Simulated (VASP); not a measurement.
Here is a VASP 6.6.1 calculation.

INCAR

```
SYSTEM = Au
PREC = Accurate
ENCUT = 500
EDIFF = 1E-6
ISMEAR = 0
SIGMA = 0.1
LREAL = .False.
LASPH = .True.
NELM = 120
ALGO = Normal
ISIF = 2
LWAVE = .False.
LCHARG = .False.
GGA = CA
NBANDS = 12
GGA_COMPAT = .False.
```

Contents of KPOINTS:

```
regular mesh
0
Gamma
  14 14 14
  0 0 0
```

POSCAR

```
Au
1.0
    0.0000000000      2.0617793868      2.0617793868
    2.0617793868      0.0000000000      2.0617793868
    2.0617793868      2.0617793868      0.0000000000
Au
1
Direct
    0.0000000000      0.0000000000      0.0000000000
```

Potentials or basis: VASP PAW LDA potentials, release 64 (Au).

The run is started by

```bash
$ cat potpaw_LDA.64/Au/POTCAR > POTCAR
$ mpirun -np 1 vasp_std > vasp.out
```

**Question.** What does it give for the pressure?

**Answer.** -8.9 GPa.
